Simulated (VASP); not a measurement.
# BN (Fmm2) in VASP: single point with r2SCAN

Aim: the single point of BN with r2SCAN.

Everything below comes from runs of VASP 6.6.1. Logs are shortened: lines on timing, memory, paths and dates and some standing lists are left out, and cuts for length are marked.

**1. The cell of the first run**

It takes space group Fmm2 (No. 42, orthorhombic). The conventional cell has a = 2.503 Å, b = 6.991 Å, c = 4.332 Å, α = 90.00°, β = 90.00°, γ = 90.00°. B (site symmetry mm2) has 3 N at 1.44 Å within 1.9 Å. Within 1.9 Å of N (site symmetry mm2) lie 3 B at 1.44 Å.

**2. Single point, r2SCAN**

File POSCAR:

```
BN
1.0
    0.0000000000      3.4953158300      2.1660912400
    1.2516321000      0.0000000000      2.1660912400
    1.2516321000      3.4953158300      0.0000000000
B N
1 1
Direct
    0.0000486500      0.0000486500      0.9999513500
    0.6666513400      0.6666513400      0.3333486600
```

File INCAR.step1:

```
PREC = Accurate
ENCUT = 520
ISMEAR = 0
SIGMA = 0.05
LREAL = False
LASPH = True
NELM = 100
NBANDS = 11
GGA = PE
ALGO = Normal
EDIFF = 1E-4
LWAVE = True
LCHARG = False
```

File INCAR.step2:

```
PREC = Accurate
ENCUT = 520
EDIFF = 1E-6
ISMEAR = 0
SIGMA = 0.05
LREAL = False
LASPH = True
NELM = 100
ALGO = Normal
ISIF = 2
LWAVE = False
LCHARG = False
METAGGA = R2SCAN
LMIXTAU = True
NBANDS = 11
ISTART = 1
```

File KPOINTS:

```
regular mesh
0
Gamma
  12 12 12
```

Potentials or basis: VASP PAW PBE potentials, release 64 (B, N).

Started as:

```console
cat potpaw_PBE.64/B/POTCAR potpaw_PBE.64/N/POTCAR > POTCAR
cp INCAR.step1 INCAR
mpirun -np 1 vasp_std > vasp.out
cp INCAR.step2 INCAR
mpirun -np 1 vasp_std > vasp.out
```

OUTCAR:

```text
PREC = Accurate
   ENCUT = 520
   EDIFF = 1E-6
   ISMEAR = 0
   LREAL = False
   LASPH = True
   NELM = 100
   ISIF = 2
   METAGGA = R2SCAN
   ISTART = 1

 ion  position               nearest neighbor table
   1  0.000  0.000  1.000-   2 1.44   2 1.44   2 1.44
   2  0.667  0.667  0.333-   1 1.44   1 1.44   1 1.44

  LATTYP: Found a face centered orthorhombic cell.
 ALAT       =     2.5032642000
 B/A-ratio  =     1.7306133647
 C/A-ratio  =     2.7926064137

  Lattice vectors:

 A1 = (   0.0000000000,   3.4953158300,   2.1660912400)
 A2 = (  -1.2516321000,   3.4953158300,   0.0000000000)
 A3 = (  -1.2516321000,   0.0000000000,   2.1660912400)

Analysis of symmetry for initial positions (statically):
=====================================================================
 Subroutine PRICEL returns:
 Original cell was already a primitive cell.

 Routine SETGRP: Setting up the symmetry group for a
 face centered orthorhombic supercell.

 Subroutine GETGRP returns: Found  4 space group operations
 (whereof  4 operations were pure point group operations)
 out of a pool of  8 trial point group operations.

The static configuration has the point symmetry C_2v.

Analysis of symmetry for dynamics (positions and initial velocities):
=====================================================================
 Subroutine PRICEL returns:
 Original cell was already a primitive cell.

 Routine SETGRP: Setting up the symmetry group for a
 face centered orthorhombic supercell.

 Subroutine GETGRP returns: Found  4 space group operations
 (whereof  4 operations were pure point group operations)
 out of a pool of  8 trial point group operations.

The dynamic configuration has the point symmetry C_2v.

 Subroutine INISYM returns: Found  4 space group operations
 (whereof  4 operations are pure point group operations),
 and found     1 'primitive' translations

----------------------------------------------------------------------------------------

                                     Primitive cell

  volume of cell :      18.9526

  direct lattice vectors                    reciprocal lattice vectors
     0.000000000  3.495315830  2.166091240    -0.399478409  0.143048590  0.230830535
     1.251632100  0.000000000  2.166091240     0.399478409 -0.143048590  0.230830535
     1.251632100  3.495315830  0.000000000     0.399478409  0.143048590 -0.230830535

  length of vectors
     4.112077822  2.501706252  3.712656147     0.483041027  0.483041027  0.483041027

[... 83 lines left out ...]
   NSW    =      0    number of steps for IOM
   IBRION =     -1    ionic relax: 0-MD 1-quasi-New 2-CG
   NFREE  =      0    steps in history (QN), initial steepest desc. (CG)
   ISIF   =      2    stress and relaxation
   ISYM   =      2    0-nonsym 1-usesym 2-fastsym
   POTIM  = 0.5000    time-step for ionic-motion
   TEBEG  =    0.0;   TEEND  =   0.0 temperature during run
   PSTRESS=    0.0 pullay stress
   NELECT =       8.0000    total number of electrons
   NUPDOWN=      -1.0000    fix difference up-down
   EMIN   =  10.00;   EMAX   =-10.00  energy-range for DOS
   EFERMI =   0.00;   METHOD = LEGACY
   ISMEAR =     0;   SIGMA  =   0.05  broadening in eV -4-tet -1-fermi 0-gaus
   EFERMI_NEDOS =   21; number of points for ismear=-14 and -15
   IALGO  =     38    algorithm
   IMIX   =      4    mixing-type and parameters
     AMIX     =   0.40;   BMIX     =  1.00
     AMIX_MAG =   1.60;   BMIX_MAG =  1.00
  volume/ion in A,a.u.               =       9.48        63.95
  Fermi-wavevector in a.u.,A,eV,Ry     =   1.228047  2.320672 20.518928  1.508099
  Thomas-Fermi vector in A             =   2.362987
   LORBIT       =      0    0 simple, 1 ext, 2 COOP (PROOUT), +10 PAW based schemes
   METAGGA = R2SCAN    functional components
   LHFCALC =     F    Hartree Fock is set to
   AEXX    =    0.0000 exact exchange contribution
   IVDW    =     0    specifies the selected vdW correction
   LEPSILON=     F    determine dielectric tensor
   LRPA    =     F    only Hartree local field effects (RPA)
 non-spin polarized calculation
 Gauss-broadening in eV      SIGMA  =   0.05
  energy-cutoff  :      520.00
  volume of cell :       18.95
 maximum number of plane-waves:       529
   NGX = 15   NGY =  9   NGZ = 13

 number of electron       8.0000000 magnetization

 Free energy of the ion-electron system (eV)
  ---------------------------------------------------
  ext. energy  EPLUGINS =         0.00000000
  ---------------------------------------------------
  free energy    TOTEN  =       -19.29546682 eV

  energy without entropy =      -19.29546682  energy(sigma->0) =      -19.29546682

 E-fermi :   1.9258     XC(G=0): -10.3955

 val. band max:        1.7268939785   @ k =   0.5000  -0.3333   0.1667
 cond. band min:       6.0807728204   @ k =   0.0000   0.5000   0.5000
 fundamental gap:      4.3538788419
 Fermi energy:         1.9257537325

 k-point     1 :       0.0000    0.0000    0.0000
  band No.  band energies     occupation
      1     -17.1476      2.00000
      2      -2.8715      2.00000
      3       0.2745      2.00000
      4       0.2822      2.00000
      5       6.9056      0.00000
      6      13.9817      0.00000
      7      14.0461      0.00000
      8      15.9689      0.00000
      9      17.0680      0.00000
     10      28.8414      0.00000
     11      29.9325      0.00000
[... 309 lines left out ...]
 k-point    24 :      -0.4167    0.1667    0.0000
  band No.  band energies     occupation
      1     -13.6193      2.00000
      2      -7.2869      2.00000
      3      -4.0677      2.00000
      4       1.0760      2.00000
      5       7.0969      0.00000
      6      13.9712      0.00000
      7      15.8831      0.00000
      8      17.6313      0.00000
      9      20.9809      0.00000
     10      23.4068      0.00000
     11      25.2922      0.00000

 [... further k-points ...]
[... 5 lines left out ...]
  --------------------------------------------------------------------------------------
  -------------------------------------------------------------------------------------
  Total       -0.0006064     -0.0420441     -0.0023758      0.0000000      0.0000000      0.0000000
  in kB       -0.0512607     -3.5542359     -0.2008423      0.0000000      0.0000000      0.0000000
  external PRESSURE =      -1.2687796 kB  Pullay stress =       0.0000000 kB

 VOLUME and BASIS-vectors are now :
 -----------------------------------------------------------------------------
  energy-cutoff  :      520.00
  volume of cell :       18.95
      direct lattice vectors                 reciprocal lattice vectors
     0.000000000  3.495315830  2.166091240    -0.399478409  0.143048590  0.230830535
     1.251632100  0.000000000  2.166091240     0.399478409 -0.143048590  0.230830535
     1.251632100  3.495315830  0.000000000     0.399478409  0.143048590 -0.230830535

 POSITION                                       TOTAL-FORCE (eV/Angst)
 -----------------------------------------------------------------------------------
      1.25163      3.49532      0.00021         0.000000      0.000000      0.008555
      1.25163      3.49532      2.88806         0.000000      0.000000     -0.008555
 -----------------------------------------------------------------------------------
    total drift:                                0.000000     -0.000019     -0.000093

  FREE ENERGIE OF THE ION-ELECTRON SYSTEM (eV)
  ---------------------------------------------------
  free  energy   TOTEN  =       -19.2954668163 eV

  energy  without entropy=      -19.2954668163  energy(sigma->0) =      -19.29546682
```

OUTCAR.step1:

```text
PREC = Accurate
   ENCUT = 520
   ISMEAR = 0
   LREAL = False
   LASPH = True
[... 559 lines left out ...]
      1.25163      3.49532      0.00021         0.000000      0.000000      0.009714
      1.25163      3.49532      2.88806         0.000000      0.000000     -0.009714
 -----------------------------------------------------------------------------------
    total drift:                                0.000006     -0.000011     -0.000100

  FREE ENERGIE OF THE ION-ELECTRON SYSTEM (eV)
  ---------------------------------------------------
  free  energy   TOTEN  =       -17.5867963469 eV

  energy  without entropy=      -17.5867963469  energy(sigma->0) =      -17.58679635
```

OSZICAR.step1:

```text
N       E                     dE             d eps       ncg     rms          rms(c)
DAV:   1     0.140516472743E+02    0.14052E+02   -0.45429E+03  6272   0.677E+02
DAV:   2    -0.185715353866E+02   -0.32623E+02   -0.31226E+02  7276   0.160E+02
DAV:   3    -0.194053715541E+02   -0.83384E+00   -0.83256E+00  7447   0.237E+01
DAV:   4    -0.194081719818E+02   -0.28004E-02   -0.28004E-02  6836   0.153E+00
DAV:   5    -0.194081850830E+02   -0.13101E-04   -0.13101E-04  7509   0.926E-02    0.799E+00
DAV:   6    -0.177851882398E+02    0.16230E+01   -0.52646E+00  6996   0.128E+01    0.364E+00
DAV:   7    -0.176264766175E+02    0.15871E+00   -0.25019E-01  7143   0.372E+00    0.223E+00
DAV:   8    -0.175858300980E+02    0.40647E-01   -0.12375E-01  7278   0.213E+00    0.257E-01
DAV:   9    -0.175862753055E+02   -0.44521E-03   -0.29875E-03  6757   0.436E-01    0.142E-01
DAV:  10    -0.175867642796E+02   -0.48897E-03   -0.60154E-04  6995   0.177E-01    0.258E-02
DAV:  11    -0.175867963469E+02   -0.32067E-04   -0.64822E-05  7153   0.547E-02
   1 F= -.17586796E+02 E0= -.17586796E+02  d E =-.114662E-11
```

It took 2.6 min on 1 thread of AMD EPYC 9R45 (Zen 5), shared host; peak memory 0.16 GiB.

Results:

```yaml
Free_energy: -19.2955 eV
Pressure: -0.1 GPa
Largest_force: 0.009 eV/Å
Band_gap_on_the_k_mesh: 4.35 eV, indirect (least direct gap 5.23 eV)
```

Forces on the atoms (eV/Å):
```
B    0.000  0.000  0.009
N    0.000  0.000 -0.009
```

Stress tensor (GPa, compression positive):
```
-0.01  0.00  0.00
 0.00 -0.36  0.00
 0.00  0.00 -0.02
```

Caveat: the PAW data sets were made with another functional, which shifts forces and pressure a little. A k mesh can miss the band edges.
